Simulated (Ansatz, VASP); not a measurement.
## One calculation of ZrO2, two programs

Contents of INCAR:

```
SYSTEM = ZrO2
PREC     = Accurate       ! precision mode
ENCUT    = 600            ! plane-wave cutoff, eV
EDIFF    = 1E-6           ! SCF threshold, eV
ISMEAR   = 0              ! smearing method
SIGMA    = 0.1            ! smearing width, eV
LREAL    = .FALSE.        ! projectors in reciprocal space
LASPH    = .TRUE.         ! aspherical terms in the spheres
NELM     = 120            ! most SCF steps
ALGO     = Normal         ! electronic algorithm
ISIF     = 2              ! what is computed and relaxed
LWAVE    = .FALSE.        ! write WAVECAR
LCHARG   = .FALSE.        ! write CHGCAR
GGA      = PS             ! functional
NBANDS   = 19             ! bands
GGA_COMPAT= .FALSE.
```

File KPOINTS:

```
regular mesh
0
G
  6 6 6
  0 0 0
```

POSCAR

```
ZrO2
1.0
    0.0000000000      2.5450727100      2.5450727100
    2.5450727100      0.0000000000      2.5450727100
    2.5450727100      2.5450727100      0.0000000000
Zr O
1 2
Direct
    0.0000000000      0.0000000000      0.0000000000
    0.2500000000      0.2500000000      0.2500000000
    0.7500000000      0.7500000000      0.7500000000
```

Input for Ansatz:

```yaml
crystal:
  lattice:
    - [0.0, 2.54507271, 2.54507271]
    - [2.54507271, 0.0, 2.54507271]
    - [2.54507271, 2.54507271, 0.0]
  atoms:
    - { symbol: Zr, position: [0.0, 0.0, 0.0] }
    - { symbol: O, position: [0.25, 0.25, 0.25] }
    - { symbol: O, position: [0.75, 0.75, 0.75] }
basis:
  ecutwfc: 420
kpoints:
  mp_grid: { grid: [6, 6, 6] }
hamiltonian:
  xc: pbesol
  pseudopotentials: { kind: paw, azcp: { folder: soft_1 } }
scf:
  occupations: { method: gaussian, width: 0.1 }
output:
  forces: true
  stress: true
  eigenvalues: true
```

Alike in both runs: task single point; functional PBEsol; k mesh 6 × 6 × 6; occupations gaussian, width 0.1 eV; no spin polarisation.

```csv
,VASP,Ansatz
version,VASP 6.6.1,Ansatz 0.2.0
potentials or method,"VASP PAW PBE potentials, release 64 (Zr_sv, O), cutoff 600 eV","scalar-relativistic, plane waves, PAW"
valence electrons in the cell,24,24
```

|  | VASP | Ansatz | Ansatz less VASP |
| --- | --- | --- | --- |
| gap on the k mesh at the Fermi level (eV) | 3.28 | 3.29 | +0.007 |
| least direct gap on the mesh (eV) | 3.71 | 3.71 | +0.003 |
| pressure (GPa) | -3.6 | -3.8 | -0.19 |

VASP's potentials were made for PBE, not for PBEsol, and Ansatz warns of the same on its side. With one functional, cell and mesh, what is left measures potentials, basis and numerics.
